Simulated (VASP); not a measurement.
Input of a VASP 6.6.1 run:

Contents of INCAR:

```
SYSTEM = PtS2
PREC = Accurate
ENCUT = 520
EDIFF = 1E-6
ISMEAR = -1
SIGMA = 0.05
LREAL = .FALSE.
LASPH = .TRUE.
NELM = 100
ALGO = Normal
ISIF = 2
LWAVE = .FALSE.
LCHARG = .FALSE.
GGA = PE
NBANDS = 18
```

KPOINTS

```
Automatic mesh
0
G
  11 11 11
  0 0 0
```

POSCAR

```
PtS2
1.0
    0.0000000000      2.9857144696      2.9857144696
    2.9857144696      0.0000000000      2.9857144696
    2.9857144696      2.9857144696      0.0000000000
Pt S
1 2
Direct
    0.0000000000      0.0000000000      0.0000000000
    0.2500000000      0.2500000000      0.2500000000
    0.7500000000      0.7500000000      0.7500000000
```

Potentials or basis: VASP PAW PBE potentials, release 64 (Pt, S).

Command:

```console
$ cat potpaw_PBE.64/Pt/POTCAR potpaw_PBE.64/S/POTCAR > POTCAR
$ mpirun -np 1 vasp_std > vasp.out
```

Q: What does it give for the band gap on the k mesh?

A: Zero (bands 11 and 12 overlap by 0.57 eV).

Q: Predict the pressure.

A: -0.2 GPa.

Caveat: spin-orbit coupling is left out, which moves the levels of the heavy elements.
